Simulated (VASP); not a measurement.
Wanted: the native input for a VASP 6.6.1 run.

```yaml
Task: single point
Functional: PBE
Potentials_or_basis: VASP PAW PBE potentials, release 64 (Ga_d)
Cutoff: 520 eV
k_mesh: 16 × 16 × 16
Occupations: gaussian, width 0.05 eV
Spin: no spin polarisation
Dipole_correction: no
Further_INCAR_settings: ALGO = Normal; EDIFF = 1e-06; NBANDS = 12
```

The structure of Ga lies in POSCAR:

```
Ga
1.0
    0.0000000000      2.1397920650      2.1397920650
    2.1397920650      0.0000000000      2.1397920650
    2.1397920650      2.1397920650      0.0000000000
Ga
1
Direct
    0.0000000000      0.0000000000      0.0000000000
```

One way to write it, as run:

INCAR

```
SYSTEM = Ga
ALGO = Normal
EDIFF = 1E-6
ENCUT = 520
GGA = PE
ISIF = 2
ISMEAR = 0
LASPH = .True.
LCHARG = .True.
LELF = .True.
LREAL = .False.
LVHAR = .True.
LWAVE = .False.
NBANDS = 12
NELM = 60
PREC = Accurate
SIGMA = 0.05
```

KPOINTS

```
k-points
0
Gamma
  16 16 16
  0 0 0
```

Potentials or basis: VASP PAW PBE potentials, release 64 (Ga_d).

Command:

```console
$ cat potpaw_PBE.64/Ga_d/POTCAR > POTCAR
$ mpirun -np 1 vasp_std > vasp.out
```

Results of the run:

```yaml
Pressure: -1.5 GPa
```

Run time: 32 s on 1 thread of Intel Xeon 8259CL (shared host), peak memory 0.16 GiB.
